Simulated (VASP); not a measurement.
Runs of VASP 6.6.1 on AlPt. The structure is that of space group Pm-3m (No. 221), or close to it. The cells are those of the table. 

```tsv
task	cell	k mesh	cutoff (eV)	smearing	gap on the mesh (eV)	pressure (GPa)
single point	a = 2.809 Å, 2 atoms	12 × 12 × 12	520	fermi-dirac 0.05 eV	none	(a)
electric field gradients	a = 2.533 Å, 2 atoms	12 × 12 × 12	520	fermi-dirac 0.05 eV	none	412.0
single point	a = 3.092 Å, 2 atoms	12 × 12 × 12	520	fermi-dirac 0.05 eV	none	-9.3
electric field gradients	a = 3.092 Å, 2 atoms	12 × 12 × 12	520	fermi-dirac 0.05 eV	none	-9.3
single point	a = 2.870 Å, 2 atoms	12 × 12 × 12	520	fermi-dirac 0.05 eV	none	55.8
single point	a = 2.533 Å, 2 atoms	12 × 12 × 12	520	fermi-dirac 0.05 eV	none	412.0
electric field gradients	a = 2.533 Å, 2 atoms	12 × 12 × 12	400	fermi-dirac 0.01 eV	none	411.9
single point	a = 3.092 Å, 2 atoms	12 × 12 × 12, shifted	500	fermi-dirac 0.1 eV	none	-9.2
```

Alike in all rows: level LDA; potentials or basis VASP PAW LDA potentials, release 64 (Al, Pt); no spin polarisation.

Question: Estimate the missing entries.

Answer: (a) 88.8.

Caveats: spin-orbit coupling is left out, which moves the levels of the heavy elements.

A k mesh can miss the band edges, and the runs leave out spin-orbit coupling on Pt.

A gap of «none» marks levels without a gap at the run's occupations.
